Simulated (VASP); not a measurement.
Runs of VASP 6.6.1 on MgB2. The structure is that of space group P6/mmm (No. 191), or close to it. The cells are those of the table. 

```csv
task,level,cell,k mesh,cutoff (eV),grid for exact exchange (PRECFOCK),screening parameter,gap on the mesh (eV),pressure (GPa),relaxed volume (Å³/atom)
single point,r2SCAN,"a = 3.071, b = 3.071, c = 3.501 Å, angles 90.0, 90.0, 120.0°, 3 atoms",12 × 12 × 6,520,-,-,none,-0.4,-
single point,HSE06,"a = 3.071, b = 3.071, c = 3.501 Å, angles 90.0, 90.0, 120.0°, 3 atoms",6 × 6 × 6,520,Normal,0.2079 1/Å,none,-0.5,-
single point,PBE,"a = 3.071, b = 3.071, c = 3.501 Å, angles 90.0, 90.0, 120.0°, 3 atoms",12 × 12 × 8,520,-,-,none,1.0,-
relaxation of cell and atoms,PBE,"relaxed from a = 3.085, b = 3.085, c = 3.523 Å, angles 90.0, 90.0, 120.0°, 3 atoms",12 × 12 × 6,600,-,-,none,0.0,(a)
single point,PBE,"a = 3.077, b = 3.077, c = 3.516 Å, angles 90.0, 90.0, 120.0°, 3 atoms",12 × 12 × 6,520,-,-,none,-0.2,-
relaxation of cell and atoms,r2SCAN,"relaxed from a = 3.077, b = 3.077, c = 3.516 Å, angles 90.0, 90.0, 120.0°, 3 atoms",12 × 12 × 6,600,-,-,none,0.0,(b)
single point,r2SCAN,"a = 3.071, b = 3.071, c = 3.501 Å, angles 90.0, 90.0, 120.0°, 3 atoms",12 × 12 × 8,520,-,-,none,-0.4,-
```

Alike in all rows: potentials or basis VASP PAW PBE potentials, release 64 (Mg, B); no spin polarisation; smearing fermi-dirac 0.02 eV.

Q: Estimate the missing entries.

A: (a) 9.59; (b) 9.50.

Caveats: some runs use coarse meshes; the PAW data sets were made with another functional, which shifts forces and pressure a little (some runs).

A gap of «none» marks levels without a gap at the run's occupations.
